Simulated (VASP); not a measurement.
A run of VASP 6.6.1 is set up as follows.

Contents of INCAR:

```
ALGO     = Normal         # electronic algorithm
EDIFF    = 1E-7           # SCF threshold, eV
ENCUT    = 520            # plane-wave cutoff, eV
GGA      = PE             # functional
ISIF     = 2              # what is computed and relaxed
ISMEAR   = 0              # smearing method
LASPH    = T              # aspherical terms in the spheres
LCHARG   = T              # write CHGCAR
LELF     = T              # ELF
LREAL    = F              # projectors in reciprocal space
LVHAR    = T            
LWAVE    = F              # write WAVECAR
NBANDS   = 21             # bands
NELM     = 100            # most SCF steps
PREC     = Accurate       # precision mode
SIGMA    = 0.1            # smearing width, eV
```

The input KPOINTS:

```
k-points
0
Gamma
  10 10 6
```

The input POSCAR:

```
Na2Al2O
1.0
    3.0077498948     -3.0211281888      0.0000000000
    3.0077498948      3.0211281888      0.0000000000
    0.0000000000      0.0000000000      8.0614855094
Na Al O
2 2 1
Direct
    0.0000000000      0.5000000000      0.5000000000
    0.5000000000      0.0000000000      0.5000000000
    0.5000000000      0.5000000000      0.1606161798
    0.5000000000      0.5000000000      0.8393838202
    0.0000000000      0.0000000000      0.5000000000
```

Potentials or basis: VASP PAW PBE potentials, release 64 (Na_pv, Al, O).

Run with:

```console
$ cat potpaw_PBE.64/Na_pv/POTCAR potpaw_PBE.64/Al/POTCAR potpaw_PBE.64/O/POTCAR > POTCAR
$ mpirun -np 1 vasp_std > vasp.out
```

Task: Estimate the band gap on the k mesh.

Result: Zero (band 13 reaches 0.92 eV, above the bottom of band 14 at 0.09 eV).

Task: Estimate the pressure.

Result: 0.1 GPa.

Stress tensor (GPa, compression positive):
```
 0.17  0.00  0.00
 0.00  0.14  0.00
 0.00  0.00 -0.03
```
